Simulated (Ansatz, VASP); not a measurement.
## One calculation of TaN, two programs

```
Ta N
1.0
     0.00000    2.20079    2.17900
     2.17900    0.00000    2.17900
     2.17900    2.20079    0.00000
Ta N
1 1
Direct
  0.50000 0.50000 0.50000
  0.00000 0.00000 0.00000
```

Change from the starting cell: strain +0.0100 x Voigt [0, 1, 0, 0, 0, 0], atoms carried along.

Alike in both runs: task single point; functional PBE; k mesh 18 × 18 × 18; occupations gaussian, width 0.15 eV; no spin polarisation.

|  | VASP | Ansatz |
| --- | --- | --- |
| version | VASP 6.6.1 | Ansatz 0.2.0 |
| potentials or method | VASP PAW PBE potentials, release 64 (Ta_pv, N), cutoff 520 eV | scalar-relativistic, plane waves, PAW |
| valence electrons in the cell | 16 | 18 |

VASP gave:

| Property | Result |
| --- | --- |
| gap on the k mesh at the Fermi level (eV) | none |
| pressure (GPa) | 11.7 |
| traceless stress, the component that is largest in VASP (GPa) | -4.36 |

Question: Estimate Ansatz's values.

Answer: gap on the k mesh at the Fermi level (eV): none; pressure (GPa): 10.8; traceless stress, the component that is largest in VASP (GPa): -4.33.

A gap of «none» marks a metal or a gap that the smearing closes. With one functional, cell and mesh, what is left measures potentials, basis and numerics. VASP's potentials hold 16 valence electrons a cell and Ansatz's 18, so a difference there can come from the potentials and not from the codes.

Spin-orbit coupling is off throughout.
